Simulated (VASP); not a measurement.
The system is Sb.

```
CELL_PARAMETERS angstrom
3.16000 0.00000 0.00000
0.00000 3.16000 0.00000
0.00000 0.00000 3.16000
ATOMIC_POSITIONS crystal
Sb 0.00000 0.00000 0.00000
```

- Program: VASP 6.6.1
- Task: relaxation of cell and atoms
- Functional: PBEsol-based global hybrid
- Potentials or basis: VASP PAW PBE potentials, release 64 (Sb)
- Cutoff: 600 eV
- k mesh: 4 × 4 × 4
- Occupations: fermi-dirac, width 0.05 eV
- Spin: no spin polarisation

At the start: pressure -8.1 GPa; volume 31.55 Å³/atom.

**Question.** How do energy, volume and symmetry change on relaxing?

**Answer.** Over 6 steps the energy falls by 131.5 meV/atom and the volume is 27.09 Å³/atom (-14.1 %); space group Pm-3m (No. 221, to 0.05 Å).

Step by step:
| step | energy change (eV) | largest force (eV/Å) | pressure (GPa) | volume (Å³) |
| --- | --- | --- | --- | --- |
| 1 | 0.0000 | 0.0000 | -8.12 | 31.55 |
| 2 | -0.0756 | 0.0000 | 8.51 | 24.80 |
| 3 | -0.1315 | 0.0000 | -0.09 | 27.13 |
| 4 | -0.1315 | 0.0000 | 0.14 | 27.04 |
| 5 | -0.1315 | 0.0000 | -0.09 | 27.13 |
| 6 | -0.1315 | 0.0000 | 0.00 | 27.09 |

Final structure:
```cif
data_structure
_symmetry_space_group_name_H-M 'P 1'
_symmetry_Int_Tables_number 1
_cell_length_a 3.0035
_cell_length_b 3.0035
_cell_length_c 3.0035
_cell_angle_alpha 90.000
_cell_angle_beta 90.000
_cell_angle_gamma 90.000
_cell_volume 27.09
loop_
_atom_site_label
_atom_site_type_symbol
_atom_site_fract_x
_atom_site_fract_y
_atom_site_fract_z
_atom_site_occupancy
Sb1 Sb 0.00000 0.00000 0.00000 1
```

Caveat: the k points lie up to 0.52 Å⁻¹ apart in the final cell; the PAW data sets were made with another functional, which shifts forces and pressure a little; the volume moved by -14 % from the deposited cell, more than functionals usually miss.
